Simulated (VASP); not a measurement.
# TaBr3F: single point with PBE

The system is TaBr3F.

```
Ta Br F
1.0
     4.78108    0.00000    0.00000
     0.00000    4.78108    0.00000
     0.00000    0.00000    4.78108
Ta Br F
1 3 1
Direct
  0.00000 0.00000 0.00000
  0.50000 0.00000 0.50000
  0.00000 0.50000 0.50000
  0.50000 0.50000 0.00000
  0.50000 0.50000 0.50000
```

```yaml
Program: VASP 6.6.1
Task: single point
Functional: PBE
Potentials_or_basis: VASP PAW PBE potentials, release 64 (Ta_pv, Br, F)
Cutoff: 520 eV
k_mesh: 4 × 4 × 4
Occupations: gaussian, width 0.1 eV
Spin: no spin polarisation
```

| Item | Value |
| --- | --- |
| Pressure | -0.1 GPa |

Levels at points of the mesh, in eV from the Fermi level:
```
           k point  band 15  band 16  band 17  band 18  band 19  band 20  band 21  band 22  band 23  band 24
(0.00, 0.00, 0.00)    -2.73    -2.73    -1.33    -0.69    -0.69    -0.32    -0.32    -0.32     0.54     0.54
(0.50, 0.00, 0.00)    -3.35    -3.35    -2.37    -0.25    -0.02     0.41     0.41     0.81     1.08     1.08
(0.50, 0.50, 0.00)    -3.48    -3.33    -1.77    -1.31    -0.24     0.18     0.23     0.73     1.06     1.06
(0.50, 0.50, 0.50)    -1.42    -1.42    -1.42    -1.31    -1.27    -1.27    -0.10    -0.10    -0.10     0.14
```

Run time: 28 s on 1 thread of Intel(R) Xeon(R) Platinum 8559C (Emerald Rapids) (shared host), peak memory 0.21 GiB.

Caveat: spin-orbit coupling is left out, which moves the levels of the heavy elements; an odd number of electrons without spin polarisation forces a metal; a magnetic or distorted state may lie lower.
